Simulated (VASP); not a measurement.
Wanted: the native input for a VASP 6.6.1 run.

```yaml
Task: single point
Functional: PBEsol
Potentials_or_basis: VASP PAW PBE potentials, release 64 (Te)
Cutoff: 520 eV
k_mesh: 14 × 14 × 8
Occupations: fermi-dirac, width 0.08 eV
Spin: no spin polarisation
Dipole_correction: no
Further_INCAR_settings: ALGO = Normal; EDIFF = 1e-06; NBANDS = 13
```

The structure of Te lies in POSCAR:

```
Te
1.0
    2.6856142709      0.0000000000      0.0000000000
   -1.3428071355      2.3258101833      0.0000000000
    0.0000000000      0.0000000000      4.2493134084
Te
2
Direct
    0.3333333333      0.6666666667      0.2500000000
    0.6666666667      0.3333333333      0.7500000000
```

These files were run (other wordings do the same):

INCAR

```
PREC = Accurate
ENCUT = 520
EDIFF = 1E-6
ISMEAR = -1
SIGMA = 0.08
LREAL = F
LASPH = T
NELM = 60
ALGO = Normal
ISIF = 2
LWAVE = F
LCHARG = F
GGA = PS
NBANDS = 13
```

KPOINTS

```
Automatic mesh
0
Gamma
  14 14 8
```

Potentials or basis: VASP PAW PBE potentials, release 64 (Te).

The run is started by

```sh
$ cat potpaw_PBE.64/Te/POTCAR > POTCAR
$ mpirun -np 1 vasp_std > vasp.out
```

It gave:

* Pressure: 237.9 GPa
* Band gap on the k mesh: zero (band 6 reaches 29.67 eV, above the bottom of band 7 at 18.66 eV)

Caveat: the PAW data sets were made with another functional, which shifts forces and pressure a little; spin-orbit coupling is left out, which moves the levels of the heavy elements.

Run time: 11 s on 1 thread of Intel(R) Xeon(R) 6975P-C (Granite Rapids), with other jobs on the host, peak memory 0.16 GiB.
